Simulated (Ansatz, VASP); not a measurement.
**Two plane-wave programs on AlRu**

```xyz
2
Lattice="3.0041 0.0000 0.0000 0.0000 3.0041 0.0000 0.0000 0.0000 3.0041" Properties=species:S:1:pos:R:3 pbc="T T T"
Al   -0.1591   -0.1591    0.0000
Ru    1.5020    1.5020    1.5020
```

Alike in both runs: task single point; functional PBE; k mesh 20 × 20 × 20; occupations gaussian, width 0.15 eV; no spin polarisation.

|  | VASP | Ansatz |
| --- | --- | --- |
| version | VASP 6.6.1 | Ansatz 0.2.0 |
| potentials or method | VASP PAW PBE potentials, release 64 (Al, Ru_pv), cutoff 520 eV | scalar-relativistic, plane waves, PAW |
| valence electrons in the cell | 17 | 19 |

Ansatz gave:

```
gap on the k mesh at the Fermi level (eV)                     : none
pressure (GPa)                                                : 3.8
traceless stress, the component that is largest in VASP (GPa) : 3.73
rms of the force components (eV/Å)                            : 1.029
```

Which values does VASP return?

gap on the k mesh at the Fermi level (eV): none; pressure (GPa): 3.8; traceless stress, the component that is largest in VASP (GPa): 3.76; rms of the force components (eV/Å): 1.037.

Atom by atom the forces differ by 0.007 eV/Å (rms over components). A gap of «none» marks a metal or a gap that the smearing closes. VASP's potentials hold 17 valence electrons a cell and Ansatz's 19, so a difference there can come from the potentials and not from the codes.
